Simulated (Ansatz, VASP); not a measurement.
One calculation of GdRu3, two programs

```
Gd Ru
1.0
     4.09532    0.00000    0.00000
     0.00000    4.09532    0.00000
     0.00000    0.00000    4.09532
Gd Ru
1 3
Direct
  0.00000 0.00000 0.00000
  0.00000 0.50000 0.50000
  0.50000 0.50000 0.00000
  0.50000 0.00000 0.50000
```

Alike in both runs: task single point; functional PBE; k mesh 8 × 8 × 8; occupations gaussian, width 0.05 eV; collinear spin; Hubbard terms Gd f U = 6.0 eV.

|  | VASP | Ansatz |
| --- | --- | --- |
| version | VASP 6.6.1 | Ansatz 0.2.0 |
| potentials or method | VASP PAW PBE potentials, release 64 (Gd, Ru_pv), cutoff 520 eV | scalar-relativistic, plane waves, PAW |
| valence electrons in the cell | 60 | 66 |

```csv
,VASP,Ansatz,Ansatz less VASP
gap on the k mesh at the Fermi level (eV),none,none,-
pressure (GPa),-3.1,-3.3,-0.12
net moment per atom (μB),1.51,1.50,-0.011
size of the moment on the site where the two differ most (μB),6.89,7.03,+0.140
```

Site moments also hang on the region over which each program counts them. The programs project onto different local orbitals, so the same U acts differently, and such runs can settle in different states. A gap of «none» marks a metal or a gap that the smearing closes. VASP's potentials hold 60 valence electrons a cell and Ansatz's 66, so a difference there can come from the potentials and not from the codes. Ansatz's warnings: filled band counts differ across k points.

Spin-orbit coupling is off throughout.
